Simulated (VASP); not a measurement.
Set up this calculation in VASP 6.6.1, as the native input.

```
Task                   : single point
Functional             : PBEsol
Potentials or basis    : VASP PAW PBE potentials, release 64 (Ni, O)
Cutoff                 : 520 eV
k mesh                 : 12 × 12 × 6
Occupations            : gaussian, width 0.05 eV
Spin                   : no spin polarisation
Dipole correction      : no
Further INCAR settings : ALGO = Normal; EDIFF = 1e-06; NBANDS = 18
```

The structure of NiO2 lies in POSCAR:

```
NiO2
1.0
    2.7839850047      0.0000000000      0.0000000000
   -1.3919925024      2.4110017378      0.0000000000
    0.0000000000      0.0000000000      4.9726140668
Ni O
1 2
Direct
    0.0000000000      0.0000000000      0.5000000000
    0.6666666667      0.3333333333      0.7253664501
    0.3333333333      0.6666666667      0.2746335499
```

This cell differs from its parent crystal: c/a of the conventional cell at fixed volume 1.7861.

The input as run:

INCAR

```
PREC = Accurate
ENCUT = 520
EDIFF = 1E-6
ISMEAR = 0
SIGMA = 0.05
LREAL = F
LASPH = T
NELM = 60
ALGO = Normal
ISIF = 2
LWAVE = F
LCHARG = F
GGA = PS
NBANDS = 18
```

KPOINTS

```
Automatic mesh
0
Gamma
  12 12 6
```

Potentials or basis: VASP PAW PBE potentials, release 64 (Ni, O).

The run is started by

```bash
$ cat potpaw_PBE.64/Ni/POTCAR potpaw_PBE.64/O/POTCAR > POTCAR
$ mpirun -np 1 vasp_std > vasp.out
```

It gave:

The pressure is -20.1 GPa, the largest force is 2.829 eV/Å and the band gap on the k mesh is 0.82 eV, indirect (least direct gap 0.87 eV).

Caveat: the PAW data sets were made with another functional, which shifts forces and pressure a little.

It took 2.2 min on 1 thread of AMD EPYC 7R13 (shared host), peak memory 0.17 GiB.
